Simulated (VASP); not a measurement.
NaLa: single point with PBEsol

The system is NaLa.

```
La Na
1.0
     3.60625    0.00000    0.00000
    -1.80313    3.12310    0.00000
     0.00000    0.00000    6.48378
La Na
1 1
Direct
  0.33333 0.66667 0.50000
  0.00000 0.00000 0.00000
```

```yaml
Program: VASP 6.6.1
Task: single point
Functional: PBEsol
Potentials_or_basis: VASP PAW PBE potentials, release 64 (La, Na_sv)
Cutoff: 1130 eV
k_mesh: 5 × 5 × 3
Occupations: fermi-dirac, width 0.05 eV
Spin: no spin polarisation
```

| Quantity | Value |
| --- | --- |
| Pressure | -0.9 GPa |
| Band gap on the k mesh | zero (bands 10 and 11 overlap by 0.23 eV) |

Levels at points of the mesh, in eV from the Fermi level:
```tsv
k point	band 7	band 8	band 9	band 10	band 11	band 12	band 13	band 14
(0.00, 0.00, 0.00)	-15.89	-15.89	-3.17	-1.16	0.89	1.21	1.76	1.78
```

It took 72 s on 1 thread of Intel(R) Xeon(R) Platinum 8259CL CPU @ 2.50GHz (Skylake/Cascade Lake) (shared host), peak memory 0.36 GiB.

Caveat: the k points lie up to 0.40 Å⁻¹ apart; the PAW data sets were made with another functional, which shifts forces and pressure a little; spin-orbit coupling is left out, which moves the levels of the heavy elements.
